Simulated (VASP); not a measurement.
# Na (I4_1/amd) in VASP: notebook

Na is run at these levels: PBE; tasks: single point.

All numbers are computed with VASP 6.6.1; they aren't measurements. Logs are shortened: lines on timing, memory, paths and dates and some standing lists are left out, and cuts for length are marked.

## Step 1: The cell of the first run

It takes space group I4_1/amd (No. 141, tetragonal). Conventional cell: a = 4.836 Å, b = 4.836 Å, c = 2.632 Å, α = 90.00°, β = 90.00°, γ = 90.00°. Na (site symmetry -4m2) has 10 Na at 2.51 to 3.12 Å within 3.3 Å.

## Step 2: Single point, PBE

INCAR reads:

```
PREC = Accurate
ENCUT = 520
EDIFF = 1E-6
ISMEAR = -1
SIGMA = 0.05
LREAL = F
LASPH = T
NELM = 60
ALGO = Normal
ISIF = 2
LWAVE = F
LCHARG = T
GGA = PE
LELF = T
LVHAR = T
NBANDS = 14
```

KPOINTS reads:

```
Automatic mesh
0
Gamma
  16 16 16
```

POSCAR reads:

```
Na
1.0
   -2.4181338601      2.4181338601      1.3158460233
    2.4181338601     -2.4181338601      1.3158460233
    2.4181338601      2.4181338601     -1.3158460233
Na
2
Direct
   -0.3750000000     -0.1250000000     -0.2500000000
    0.3750000000      0.1250000000      0.2500000000
```

Potentials or basis: VASP PAW PBE potentials, release 64 (Na_pv).

The run is started by

```sh
$ cat potpaw_PBE.64/Na_pv/POTCAR > POTCAR
$ mpirun -np 1 vasp_std > vasp.out
```

OUTCAR:

```text
PREC = Accurate
   ENCUT = 520
   EDIFF = 1E-6
   ISMEAR = -1
   LREAL = F
   LASPH = T
   NELM = 60
   ISIF = 2
   GGA = PE

 ion  position               nearest neighbor table
   1  0.625  0.875  0.750-   2 2.51   2 2.51   2 2.51   2 2.51
   2  0.375  0.125  0.250-   1 2.51   1 2.51   1 2.51   1 2.51

  LATTYP: Found a body centered tetragonal cell.
 ALAT       =     4.8362677202
 C/A-ratio  =     0.5441576436

  Lattice vectors:

 A1 = (  -2.4181338601,   2.4181338601,   1.3158460233)
 A2 = (   2.4181338601,  -2.4181338601,   1.3158460233)
 A3 = (   2.4181338601,   2.4181338601,  -1.3158460233)

Analysis of symmetry for initial positions (statically):
=====================================================================
 Subroutine PRICEL returns:
 Original cell was already a primitive cell.

 Routine SETGRP: Setting up the symmetry group for a
 body centered tetragonal supercell.

 Subroutine GETGRP returns: Found 16 space group operations
 (whereof  4 operations were pure point group operations)
 out of a pool of 16 trial point group operations.

The static configuration has the point symmetry C_2h.
 The point group associated with its full space group is D_4h.

Analysis of symmetry for dynamics (positions and initial velocities):
=====================================================================
 Subroutine PRICEL returns:
 Original cell was already a primitive cell.

 Routine SETGRP: Setting up the symmetry group for a
 body centered tetragonal supercell.

 Subroutine GETGRP returns: Found 16 space group operations
 (whereof  4 operations were pure point group operations)
 out of a pool of 16 trial point group operations.

The dynamic configuration has the point symmetry C_2h.
 The point group associated with its full space group is D_4h.

 Subroutine INISYM returns: Found 16 space group operations
 (whereof  4 operations are pure point group operations),
 and found     1 'primitive' translations

----------------------------------------------------------------------------------------

                                     Primitive cell

  volume of cell :      30.7770

  direct lattice vectors                    reciprocal lattice vectors
    -2.418133860  2.418133860  1.315846023     0.000000000  0.206771018  0.379983669
     2.418133860 -2.418133860  1.315846023     0.206771018  0.000000000  0.379983669
     2.418133860  2.418133860 -1.315846023     0.206771018  0.206771018  0.000000000

  length of vectors
     3.664177055  3.664177055  3.664177055     0.432598940  0.432598940  0.292418378

  position of ions in fractional coordinates (direct lattice)
     0.625000000  0.875000000  0.750000000
     0.375000000  0.125000000  0.250000000

  ion indices of the primitive-cell ions
   primitive index   ion index
                 1           1
                 2           2

----------------------------------------------------------------------------------------

 KPOINTS: Automatic mesh

Automatic generation of k-mesh.
 Grid dimensions read from file:
 generate k-points for:   16   16   16

 Generating k-lattice:

  Cartesian coordinates                     Fractional coordinates (reciprocal lattice)
     0.000000000  0.012923189  0.023748979     0.062500000 -0.000000000  0.000000000
     0.012923189  0.000000000  0.023748979    -0.000000000  0.062500000  0.000000000
     0.012923189  0.012923189  0.000000000     0.000000000  0.000000000  0.062500000

  Length of vectors
     0.027037434  0.027037434  0.018276149

  Shift w.r.t. Gamma in fractional coordinates (k-lattice)
     0.000000000  0.000000000  0.000000000

 Subroutine IBZKPT returns following result:
 ===========================================

 Found    349 irreducible k-points:

 Following reciprocal coordinates:
            Coordinates               Weight
  0.000000  0.000000  0.000000      1.000000
  0.062500  0.000000 -0.000000      8.000000
  0.125000  0.000000 -0.000000      8.000000
  0.187500  0.000000 -0.000000      8.000000
  0.250000  0.000000 -0.000000      8.000000
  0.312500 -0.000000  0.000000      8.000000
[... 16 lines left out ...]
 -0.125000  0.062500  0.000000     16.000000
 -0.062500  0.062500  0.000000      4.000000
 [... further k-points ...]
   k-points           NKPTS =    349   k-points in BZ     NKDIM =    349   number of bands    NBANDS=     14
   number of dos      NEDOS =    301   number of ions     NIONS =      2
   total plane-waves  NPLWV =  21952
   dimension x,y,z NGX =    28 NGY =   28 NGZ =   28
   dimension x,y,z NGXF=    56 NGYF=   56 NGZF=   56
   ions per type =               2
   NGX,Y,Z   is equivalent  to a cutoff of  12.70, 12.70, 12.70 a.u.
   NGXF,Y,Z  is equivalent  to a cutoff of  25.41, 25.41, 25.41 a.u.
 SYSTEM =  unknown system
   PREC   = accura    normal or accurate (medium, high low for compatibility)
   ISTART =      0    job   : 0-new  1-cont  2-samecut
   ICHARG =      2    charge: 1-file 2-atom 10-const
   ISPIN  =      1    spin polarized calculation?
   LNONCOLLINEAR =      F non collinear calculations
   LSORBIT =      F    spin-orbit coupling
   LASPH  =      T    aspherical Exc in radial PAW
   ENCUT  =  520.0 eV  38.22 Ry    6.18 a.u.   6.81  6.81  6.81*2*pi/ulx,y,z
   NELM   =     60;   NELMIN=  2; NELMDL= -5     # of ELM steps
   EDIFF  = 0.1E-05   stopping-criterion for ELM
   LREAL  =      F    real-space projection
   EDIFFG = 0.1E-04   stopping-criterion for IOM
   NSW    =      0    number of steps for IOM
   IBRION =     -1    ionic relax: 0-MD 1-quasi-New 2-CG
   NFREE  =      0    steps in history (QN), initial steepest desc. (CG)
   ISIF   =      2    stress and relaxation
   ISYM   =      2    0-nonsym 1-usesym 2-fastsym
   POTIM  = 0.5000    time-step for ionic-motion
   TEBEG  =    0.0;   TEEND  =   0.0 temperature during run
   PSTRESS=    0.0 pullay stress
   NELECT =      14.0000    total number of electrons
   NUPDOWN=      -1.0000    fix difference up-down
   EMIN   =  10.00;   EMAX   =-10.00  energy-range for DOS
   EFERMI =   0.00;   METHOD = LEGACY
   ISMEAR =    -1;   SIGMA  =   0.05  broadening in eV -4-tet -1-fermi 0-gaus
   EFERMI_NEDOS =   21; number of points for ismear=-14 and -15
   IALGO  =     38    algorithm
   IMIX   =      4    mixing-type and parameters
     AMIX     =   0.40;   BMIX     =  1.00
     AMIX_MAG =   1.60;   BMIX_MAG =  1.00
  volume/ion in A,a.u.               =      15.39       103.85
  Fermi-wavevector in a.u.,A,eV,Ry     =   1.259048  2.379256 21.567978  1.585202
  Thomas-Fermi vector in A             =   2.392627
   LORBIT       =      0    0 simple, 1 ext, 2 COOP (PROOUT), +10 PAW based schemes
   GGA     = PE    functional components
   LHFCALC =     F    Hartree Fock is set to
   AEXX    =    0.0000 exact exchange contribution
   IVDW    =     0    specifies the selected vdW correction
   LEPSILON=     F    determine dielectric tensor
   LRPA    =     F    only Hartree local field effects (RPA)
 non-spin polarized calculation
  energy-cutoff  :      520.00
  volume of cell :       30.78
 maximum number of plane-waves:       845
   NGX = 13   NGY = 13   NGZ = 13

 number of electron      14.0000019 magnetization

 Free energy of the ion-electron system (eV)
  ---------------------------------------------------
  ext. energy  EPLUGINS =         0.00000000
  ---------------------------------------------------
  free energy    TOTEN  =        -0.09292142 eV

  energy without entropy =       -0.08729335  energy(sigma->0) =       -0.09010738

 E-fermi :   4.6366     XC(G=0):  -9.3621

 val. band max:        4.6308854672   @ k =  -0.3750  -0.3750   0.1875
 cond. band min:       4.6506230685   @ k =  -0.1250  -0.3750   0.1250
 fundamental gap:      0.0197376013
 Fermi energy:         4.6366025019

 k-point     1 :       0.0000    0.0000    0.0000
  band No.  band energies     occupation
      1     -21.1930      2.00000
      2     -21.1930      2.00000
      3     -20.6935      2.00000
      4     -20.6891      2.00000
      5     -20.6581      2.00000
      6     -20.6581      2.00000
      7      -1.0212      2.00000
      8       8.4280      0.00000
      9      11.2589      0.00000
     10      11.2589      0.00000
     11      13.6292      0.00000
     12      18.6964      0.00000
     13      20.1489      0.00000
     14      22.5679      0.00000

 k-point     2 :       0.0625    0.0000   -0.0000
  band No.  band energies     occupation
      1     -21.1910      2.00000
      2     -21.1843      2.00000
      3     -20.7124      2.00000
      4     -20.7087      2.00000
      5     -20.6609      2.00000
      6     -20.6570      2.00000
      7      -0.8989      2.00000
      8       8.3854      0.00000
      9      11.1378      0.00000
     10      11.4767      0.00000
     11      13.8545      0.00000
     12      18.6032      0.00000
     13      19.6962      0.00000
     14      20.8122      0.00000

 k-point     3 :       0.1250    0.0000   -0.0000
  band No.  band energies     occupation
      1     -21.1853      2.00000
      2     -21.1603      2.00000
      3     -20.7701      2.00000
      4     -20.7565      2.00000
      5     -20.6720      2.00000
      6     -20.6540      2.00000
      7      -0.5366      2.00000
      8       8.3062      0.00000
      9      10.8901      0.00000
     10      12.0774      0.00000
     11      14.3731      0.00000
     12      17.7157      0.00000
     13      18.7783      0.00000
     14      18.7866      0.00000
[... 324 lines left out ...]
 k-point    23 :      -0.1250    0.0625    0.0000
  band No.  band energies     occupation
      1     -21.1900      2.00000
      2     -21.1701      2.00000
      3     -20.7259      2.00000
      4     -20.7088      2.00000
      5     -20.6722      2.00000
      6     -20.6557      2.00000
      7      -0.7881      2.00000
      8       7.9347      0.00000
      9      10.9306      0.00000
     10      11.7763      0.00000
     11      14.4774      0.00000
     12      18.0085      0.00000
     13      19.1479      0.00000
     14      20.8840      0.00000

 k-point    24 :      -0.0625    0.0625    0.0000
  band No.  band energies     occupation
      1     -21.1898      2.00000
      2     -21.1884      2.00000
      3     -20.7012      2.00000
      4     -20.6887      2.00000
      5     -20.6654      2.00000
      6     -20.6556      2.00000
      7      -0.9653      2.00000
      8       8.1746      0.00000
      9      11.2460      0.00000
     10      11.2912      0.00000
     11      13.9987      0.00000
     12      18.4192      0.00000
     13      19.7472      0.00000
     14      22.7069      0.00000

 [... further k-points ...]

------------------------ aborting loop because EDIFF is reached ----------------------------------------

  FORCE on cell =-STRESS in cart. coord.  units (eV):
  Direction    XX          YY          ZZ          XY          YZ          ZX
  --------------------------------------------------------------------------------------
  -------------------------------------------------------------------------------------
  Total        6.7434062      6.7434062      6.7428008      0.0000000      0.0000000      0.0000000
  in kB      351.0461099    351.0461099    351.0145940      0.0000000      0.0000000      0.0000000
  external PRESSURE =     351.0356046 kB  Pullay stress =       0.0000000 kB

 VOLUME and BASIS-vectors are now :
 -----------------------------------------------------------------------------
  energy-cutoff  :      520.00
  volume of cell :       30.78
      direct lattice vectors                 reciprocal lattice vectors
    -2.418133860  2.418133860  1.315846023     0.000000000  0.206771018  0.379983669
     2.418133860 -2.418133860  1.315846023     0.206771018  0.000000000  0.379983669
     2.418133860  2.418133860 -1.315846023     0.206771018  0.206771018  0.000000000

 POSITION                                       TOTAL-FORCE (eV/Angst)
 -----------------------------------------------------------------------------------
      2.41813      1.20907      0.98688         0.000000     -0.000000      0.000000
      0.00000      1.20907      0.32896        -0.000000      0.000000     -0.000000
 -----------------------------------------------------------------------------------
    total drift:                                0.000000      0.000000      0.000000

  FREE ENERGIE OF THE ION-ELECTRON SYSTEM (eV)
  ---------------------------------------------------
  free  energy   TOTEN  =        -0.0929214182 eV

  energy  without entropy=       -0.0872933475  energy(sigma->0) =       -0.09010738
```

Wall time 2.2 min (1 thread of AMD EPYC 9755, shared host); peak memory 0.19 GiB.

What came out:

| Property | Result |
| --- | --- |
| Free energy | -0.0929 eV |
| Pressure | 35.1 GPa |
| Band gap on the k mesh | zero (band 7 reaches 6.55 eV, above the bottom of band 8 at 2.28 eV) |

## Step 3: Single point, PBE

INCAR reads:

```
ALGO     = Normal         # electronic algorithm
EDIFF    = 1E-7           # SCF threshold, eV
ENCUT    = 520            # plane-wave cutoff, eV
GGA      = PE             # functional
ISIF     = 2              # what is computed and relaxed
ISMEAR   = -1             # smearing method
LASPH    = True           # aspherical terms in the spheres
LCHARG   = False          # write CHGCAR
LREAL    = False          # projectors in reciprocal space
LWAVE    = False          # write WAVECAR
NBANDS   = 14             # bands
NELM     = 100            # most SCF steps
PREC     = Accurate       # precision mode
SIGMA    = 0.05           # smearing width, eV
```

KPOINTS reads:

```
k-points
0
Gamma
  16 16 16
```

POSCAR reads:

```
Na
1.0
   -2.4179079493      2.4179079493      1.3156762569
    2.4179079493     -2.4179079493      1.3156762569
    2.4179079493      2.4179079493     -1.3156762569
Na
2
Direct
   -0.3750000000     -0.1250000000     -0.2500000000
    0.3750000000      0.1250000000      0.2500000000
```

Potentials or basis: VASP PAW PBE potentials, release 64 (Na_pv).

The run is started by

```sh
$ cat potpaw_PBE.64/Na_pv/POTCAR > POTCAR
$ mpirun -np 1 vasp_std > vasp.out
```

Run time: 2 min. Hardware: 1 thread of AMD EPYC 9755, shared host; peak memory 0.19 GiB.

Results (log left out):

```
Free energy            : -0.0908 eV
Pressure               : 35.1 GPa
Band gap on the k mesh : zero (band 7 reaches 6.55 eV, above the bottom of band 8 at 2.28 eV)
```

Levels at points of the mesh, in eV from the Fermi level:
| k point | band 4 | band 5 | band 6 | band 7 | band 8 | band 9 | band 10 | band 11 |
| --- | --- | --- | --- | --- | --- | --- | --- | --- |
| (0.00, 0.00, 0.00) | -25.33 | -25.30 | -25.30 | -5.66 | 3.79 | 6.62 | 6.62 | 8.99 |
| (0.50, 0.00, 0.00) | -25.51 | -25.45 | -25.27 | 0.71 | 1.52 | 4.60 | 6.68 | 7.95 |
| (0.50, 0.50, 0.00) | -25.59 | -25.30 | -25.30 | -2.36 | -2.36 | 8.76 | 8.76 | 9.44 |
| (0.50, 0.50, 0.50) | -25.33 | -25.23 | -25.23 | 0.02 | 0.02 | 1.56 | 1.56 | 14.09 |
